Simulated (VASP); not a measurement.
# GaAs (I-4m2) in VASP: further runs

Runs on GaAs. Level: r2SCAN. Tasks: single point.

All numbers are computed with VASP 6.6.1; they aren't measurements. Logs are shortened: lines on timing, memory, paths and dates and some standing lists are left out, and cuts for length are marked.

## 1. The cell of the first run

Symmetry: I-4m2, No. 119, tetragonal system. Conventional cell: a = 3.907 Å, b = 3.907 Å, c = 5.383 Å, α = 90.00°, β = 90.00°, γ = 90.00°. Ga (site symmetry -4m2) has 4 As at 2.37 Å within 3.1 Å. Within 3.1 Å of As (site symmetry -4m2) lie 4 Ga at 2.37 Å.

## 2. Single point, r2SCAN (strain -0.025 along x and y, -0.050 along z)

File POSCAR:

```
GaAs
1.0
    0.0000000000      2.7623735624      2.6915434710
    2.7623735624      0.0000000000      2.6915434710
    2.7623735624      2.7623735624      0.0000000000
Ga As
1 1
Direct
    0.0000000000      0.0000000000      0.0000000000
    0.7500000000      0.7500000000      0.7500000000
```

File INCAR.step1:

```
SYSTEM = GaAs
PREC     = Accurate       ! precision mode
ENCUT    = 520            ! plane-wave cutoff, eV
ISMEAR   = 0              ! smearing method
SIGMA    = 0.05           ! smearing width, eV
LREAL    = .FALSE.        ! projectors in reciprocal space
LASPH    = .TRUE.         ! aspherical terms in the spheres
NELM     = 100            ! most SCF steps
NBANDS   = 16             ! bands
GGA      = PE             ! functional
ALGO     = Normal         ! electronic algorithm
EDIFF    = 1E-4           ! SCF threshold, eV
LWAVE    = .TRUE.         ! write WAVECAR
LCHARG   = .FALSE.        ! write CHGCAR
```

File INCAR.step2:

```
SYSTEM = GaAs
PREC     = Accurate       ! precision mode
ENCUT    = 520            ! plane-wave cutoff, eV
EDIFF    = 1E-7           ! SCF threshold, eV
ISMEAR   = 0              ! smearing method
SIGMA    = 0.05           ! smearing width, eV
LREAL    = .FALSE.        ! projectors in reciprocal space
LASPH    = .TRUE.         ! aspherical terms in the spheres
NELM     = 100            ! most SCF steps
ALGO     = Normal         ! electronic algorithm
ISIF     = 2              ! what is computed and relaxed
LWAVE    = .FALSE.        ! write WAVECAR
LCHARG   = .FALSE.        ! write CHGCAR
METAGGA  = R2SCAN         ! meta-GGA
LMIXTAU  = .TRUE.       
NBANDS   = 16             ! bands
ISTART   = 1
```

File KPOINTS:

```
regular mesh
0
G
  8 8 8
  0 0 0
```

Potentials or basis: VASP PAW PBE potentials, release 64 (Ga_d, As).

The run is started by

```console
$ cat potpaw_PBE.64/Ga_d/POTCAR potpaw_PBE.64/As/POTCAR > POTCAR
$ cp INCAR.step1 INCAR
$ mpirun -np 1 vasp_std > vasp.out
$ cp INCAR.step2 INCAR
$ mpirun -np 1 vasp_std > vasp.out
```

OUTCAR:

```text
SYSTEM = GaAs
   PREC = Accurate
   ENCUT = 520
   EDIFF = 1E-7
   ISMEAR = 0
   LREAL = .FALSE.
   LASPH = .TRUE.
   NELM = 100
   ISIF = 2
   METAGGA = R2SCAN
   ISTART = 1

 ion  position               nearest neighbor table
   1  0.000  0.000  0.000-   2 2.37   2 2.37   2 2.37   2 2.37
   2  0.750  0.750  0.750-   1 2.37   1 2.37   1 2.37   1 2.37

  LATTYP: Found a body centered tetragonal cell.
 ALAT       =     3.9065861563
 C/A-ratio  =     1.3779516761

  Lattice vectors:

 A1 = (   0.0000000000,  -2.7623735624,  -2.6915434710)
 A2 = (   0.0000000000,   2.7623735624,  -2.6915434710)
 A3 = (   2.7623735624,   0.0000000000,   2.6915434710)

Analysis of symmetry for initial positions (statically):
=====================================================================
 Subroutine PRICEL returns:
 Original cell was already a primitive cell.

 Routine SETGRP: Setting up the symmetry group for a
 body centered tetragonal supercell.

 Subroutine GETGRP returns: Found  8 space group operations
 (whereof  8 operations were pure point group operations)
 out of a pool of 16 trial point group operations.

The static configuration has the point symmetry D_2d.

Analysis of symmetry for dynamics (positions and initial velocities):
=====================================================================
 Subroutine PRICEL returns:
 Original cell was already a primitive cell.

 Routine SETGRP: Setting up the symmetry group for a
 body centered tetragonal supercell.

 Subroutine GETGRP returns: Found  8 space group operations
 (whereof  8 operations were pure point group operations)
 out of a pool of 16 trial point group operations.

The dynamic configuration has the point symmetry D_2d.

 Subroutine INISYM returns: Found  8 space group operations
 (whereof  8 operations are pure point group operations),
 and found     1 'primitive' translations

----------------------------------------------------------------------------------------

                                     Primitive cell

  volume of cell :      41.0768

  direct lattice vectors                    reciprocal lattice vectors
     0.000000000  2.762373562  2.691543471    -0.181003760  0.181003760  0.185767016
     2.762373562  0.000000000  2.691543471     0.181003760 -0.181003760  0.185767016
     2.762373562  2.762373562  0.000000000     0.181003760  0.181003760 -0.185767016

  length of vectors
     3.856826928  3.856826928  3.906586156     0.316281688  0.316281688  0.316281688

  position of ions in fractional coordinates (direct lattice)
     0.000000000  0.000000000  0.000000000
     0.750000000  0.750000000  0.750000000

  ion indices of the primitive-cell ions
   primitive index   ion index
                 1           1
                 2           2

----------------------------------------------------------------------------------------

 KPOINTS: regular mesh

Automatic generation of k-mesh.
 Grid dimensions read from file:
 generate k-points for:    8    8    8

 Generating k-lattice:

  Cartesian coordinates                     Fractional coordinates (reciprocal lattice)
    -0.022625470  0.022625470  0.023220877     0.125000000  0.000000000  0.000000000
     0.022625470 -0.022625470  0.023220877     0.000000000  0.125000000  0.000000000
     0.022625470  0.022625470 -0.023220877     0.000000000  0.000000000  0.125000000

  Length of vectors
     0.039535211  0.039535211  0.039535211

  Shift w.r.t. Gamma in fractional coordinates (k-lattice)
     0.000000000  0.000000000  0.000000000

 Subroutine IBZKPT returns following result:
 ===========================================

 Found     59 irreducible k-points:

 Following reciprocal coordinates:
            Coordinates               Weight
  0.000000  0.000000  0.000000      1.000000
  0.125000  0.000000  0.000000      8.000000
  0.250000  0.000000  0.000000      8.000000
  0.375000 -0.000000  0.000000      8.000000
  0.500000  0.000000  0.000000      4.000000
  0.125000  0.125000  0.000000      2.000000
[... 16 lines left out ...]
  0.250000  0.000000  0.125000     16.000000
  0.375000 -0.000000  0.125000     16.000000
 [... further k-points ...]
   k-points           NKPTS =     59   k-points in BZ     NKDIM =     59   number of bands    NBANDS=     16
   number of dos      NEDOS =    301   number of ions     NIONS =      2
   total plane-waves  NPLWV =  27000
   dimension x,y,z NGX =    30 NGY =   30 NGZ =   30
   dimension x,y,z NGXF=    60 NGYF=   60 NGZF=   60
   ions per type =               1   1
   NGX,Y,Z   is equivalent  to a cutoff of  12.93, 12.93, 12.77 a.u.
   NGXF,Y,Z  is equivalent  to a cutoff of  25.86, 25.86, 25.53 a.u.
 SYSTEM =  GaAs
   PREC   = accura    normal or accurate (medium, high low for compatibility)
   ISTART =      1    job   : 0-new  1-cont  2-samecut
   ICHARG =      0    charge: 1-file 2-atom 10-const
   ISPIN  =      1    spin polarized calculation?
   LNONCOLLINEAR =      F non collinear calculations
   LSORBIT =      F    spin-orbit coupling
   LASPH  =      T    aspherical Exc in radial PAW
   ENCUT  =  520.0 eV  38.22 Ry    6.18 a.u.   7.17  7.17  7.26*2*pi/ulx,y,z
   NELM   =    100;   NELMIN=  2; NELMDL=  0     # of ELM steps
   EDIFF  = 0.1E-06   stopping-criterion for ELM
   LREAL  =      F    real-space projection
   EDIFFG = 0.1E-05   stopping-criterion for IOM
   NSW    =      0    number of steps for IOM
   IBRION =     -1    ionic relax: 0-MD 1-quasi-New 2-CG
   NFREE  =      0    steps in history (QN), initial steepest desc. (CG)
   ISIF   =      2    stress and relaxation
   ISYM   =      2    0-nonsym 1-usesym 2-fastsym
   POTIM  = 0.5000    time-step for ionic-motion
   TEBEG  =    0.0;   TEEND  =   0.0 temperature during run
   PSTRESS=    0.0 pullay stress
   NELECT =      18.0000    total number of electrons
   NUPDOWN=      -1.0000    fix difference up-down
   EMIN   =  10.00;   EMAX   =-10.00  energy-range for DOS
   EFERMI =   0.00;   METHOD = LEGACY
   ISMEAR =     0;   SIGMA  =   0.05  broadening in eV -4-tet -1-fermi 0-gaus
   EFERMI_NEDOS =   21; number of points for ismear=-14 and -15
   IALGO  =     38    algorithm
   IMIX   =      4    mixing-type and parameters
     AMIX     =   0.40;   BMIX     =  1.00
     AMIX_MAG =   1.60;   BMIX_MAG =  1.00
  volume/ion in A,a.u.               =      20.54       138.60
  Fermi-wavevector in a.u.,A,eV,Ry     =   1.243465  2.349808 21.037402  1.546205
  Thomas-Fermi vector in A             =   2.377775
   LORBIT       =      0    0 simple, 1 ext, 2 COOP (PROOUT), +10 PAW based schemes
   METAGGA = R2SCAN    functional components
   LHFCALC =     F    Hartree Fock is set to
   AEXX    =    0.0000 exact exchange contribution
   IVDW    =     0    specifies the selected vdW correction
   LEPSILON=     F    determine dielectric tensor
   LRPA    =     F    only Hartree local field effects (RPA)
 non-spin polarized calculation
 Gauss-broadening in eV      SIGMA  =   0.05
  energy-cutoff  :      520.00
  volume of cell :       41.08
 maximum number of plane-waves:      1116
 NGX is ok and might be reduce to    30
   NGX = 15   NGY = 15   NGZ = 15

 number of electron      17.9999998 magnetization

 Free energy of the ion-electron system (eV)
  ---------------------------------------------------
  ext. energy  EPLUGINS =         0.00000000
  ---------------------------------------------------
  free energy    TOTEN  =       -26.92951986 eV

  energy without entropy =      -26.92951986  energy(sigma->0) =      -26.92951986

 E-fermi :   4.9942     XC(G=0): -10.7217

 val. band max:        4.7371123077   @ k =   0.0000   0.0000   0.0000
 cond. band min:       6.0693635740   @ k =   0.3750   0.3750   0.0000
 fundamental gap:      1.3322512664
 Fermi energy:         4.9942384421

 k-point     1 :       0.0000    0.0000    0.0000
  band No.  band energies     occupation
      1     -10.8077      2.00000
      2     -10.8077      2.00000
      3     -10.8011      2.00000
      4     -10.6887      2.00000
      5     -10.6854      2.00000
      6      -9.3325      2.00000
[... 8 lines left out ...]
     15      15.2172      0.00000
     16      15.7353      0.00000

 k-point     2 :       0.1250    0.0000    0.0000
  band No.  band energies     occupation
      1     -10.8316      2.00000
      2     -10.8024      2.00000
      3     -10.7979      2.00000
      4     -10.6892      2.00000
      5     -10.6854      2.00000
      6      -9.1087      2.00000
[... 8 lines left out ...]
     15      14.3679      0.00000
     16      14.7309      0.00000

 k-point     3 :       0.2500    0.0000    0.0000
  band No.  band energies     occupation
      1     -10.8816      2.00000
      2     -10.7910      2.00000
      3     -10.7867      2.00000
      4     -10.6891      2.00000
      5     -10.6841      2.00000
      6      -8.4904      2.00000
[... 8 lines left out ...]
     15      14.2719      0.00000
     16      14.6107      0.00000

 k-point     4 :       0.3750   -0.0000    0.0000
  band No.  band energies     occupation
      1     -10.9216      2.00000
      2     -10.7819      2.00000
      3     -10.7775      2.00000
      4     -10.6869      2.00000
      5     -10.6803      2.00000
      6      -7.6511      2.00000
[... 8 lines left out ...]
     15      15.6874      0.00000
     16      15.7838      0.00000
[... 324 lines left out ...]
 k-point    22 :       0.1250    0.0000    0.1250
  band No.  band energies     occupation
      1     -10.8449      2.00000
      2     -10.7971      2.00000
      3     -10.7915      2.00000
      4     -10.6907      2.00000
      5     -10.6849      2.00000
      6      -9.0402      2.00000
[... 8 lines left out ...]
     15      14.5895      0.00000
     16      15.8517      0.00000

 k-point    23 :       0.2500    0.0000    0.1250
  band No.  band energies     occupation
      1     -10.8827      2.00000
      2     -10.7867      2.00000
      3     -10.7814      2.00000
      4     -10.6940      2.00000
      5     -10.6828      2.00000
      6      -8.5580      2.00000
[... 8 lines left out ...]
     15      15.5580      0.00000
     16      15.9237      0.00000

 k-point    24 :       0.3750   -0.0000    0.1250
  band No.  band energies     occupation
      1     -10.9190      2.00000
      2     -10.7786      2.00000
      3     -10.7718      2.00000
      4     -10.6927      2.00000
      5     -10.6808      2.00000
      6      -7.7768      2.00000
[... 8 lines left out ...]
     15      15.8375      0.00000
     16      16.5949      0.00000

 [... further k-points ...]

------------------------ aborting loop because EDIFF is reached ----------------------------------------

  FORCE on cell =-STRESS in cart. coord.  units (eV):
  Direction    XX          YY          ZZ          XY          YZ          ZX
  --------------------------------------------------------------------------------------
  -------------------------------------------------------------------------------------
  Total        2.2828684      2.2828684      2.7011454      0.0000000     -0.0000000      0.0000000
  in kB       89.0420714     89.0420714    105.3567413      0.0000000     -0.0000000      0.0000000
  external PRESSURE =      94.4802947 kB  Pullay stress =       0.0000000 kB

 VOLUME and BASIS-vectors are now :
 -----------------------------------------------------------------------------
  energy-cutoff  :      520.00
  volume of cell :       41.08
      direct lattice vectors                 reciprocal lattice vectors
     0.000000000  2.762373562  2.691543471    -0.181003760  0.181003760  0.185767016
     2.762373562  0.000000000  2.691543471     0.181003760 -0.181003760  0.185767016
     2.762373562  2.762373562  0.000000000     0.181003760  0.181003760 -0.185767016

 POSITION                                       TOTAL-FORCE (eV/Angst)
 -----------------------------------------------------------------------------------
      0.00000      0.00000      0.00000         0.000000      0.000000      0.000000
      4.14356      4.14356      4.03732        -0.000000     -0.000000     -0.000000
 -----------------------------------------------------------------------------------
    total drift:                               -0.000002     -0.000002     -0.000016

  FREE ENERGIE OF THE ION-ELECTRON SYSTEM (eV)
  ---------------------------------------------------
  free  energy   TOTEN  =       -26.9295198609 eV

  energy  without entropy=      -26.9295198609  energy(sigma->0) =      -26.92951986
```

Wall time 2.3 min (1 thread of Intel Xeon 6975P-C, shared host); peak memory 0.19 GiB.

What came out:

```
Free energy            : -26.9295 eV
Pressure               : 9.4 GPa
Band gap on the k mesh : 1.33 eV, indirect (least direct gap 1.67 eV)
```

Caveat: the cell differs from its parent crystal (strain -0.025 along x and y, -0.050 along z); the PAW data sets were made with another functional, which shifts forces and pressure a little. A k mesh can miss the band edges.

[end of part 1 of 2]
